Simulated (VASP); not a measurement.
**PbF2: single point with PBE**

Crystal: PbF2.

```
Pb F
1.0
     0.00000    2.99997    2.99997
     2.99997    0.00000    2.99997
     2.99997    2.99997    0.00000
Pb F
1 2
Direct
  0.00000 0.00000 0.00000
  0.75000 0.75000 0.75000
  0.25000 0.25000 0.25000
```

```yaml
Program: VASP 6.6.1
Task: single point
Functional: PBE
Potentials_or_basis: VASP PAW PBE potentials, release 64 (Pb_d, F)
Cutoff: 600 eV
k_mesh: 8 × 8 × 8
Occupations: fermi-dirac, width 0.05 eV
Spin: no spin polarisation
```

```json
{
 "Pressure": "-0.2 GPa",
 "Band gap on the k mesh": "4.42 eV (least direct gap 4.56 eV)"
}
```

Levels at points of the mesh, in eV from the valence-band top:
```tsv
k point	band 10	band 11	band 12	band 13	band 14	band 15	band 16	band 17	band 18	band 19
(0.00, 0.00, 0.00)	-2.24	-2.24	-1.75	-1.75	-1.75	6.74	6.74	6.74	10.54	15.07
(0.50, 0.00, 0.00)	-2.42	-2.42	-1.92	-1.92	-0.01	5.03	7.55	7.55	13.16	13.68
(0.50, 0.50, 0.00)	-3.25	-1.36	-1.36	-1.35	-0.14	4.42	7.77	7.77	9.04	14.05
```

Wall time 30 s on 1 thread of Intel(R) Xeon(R) Platinum 8375C CPU @ 2.90GHz (Ice Lake), with other jobs on the host, peak memory 0.22 GiB.

Caveat: spin-orbit coupling is left out, which moves the levels of the heavy elements. A k mesh can miss the band edges.
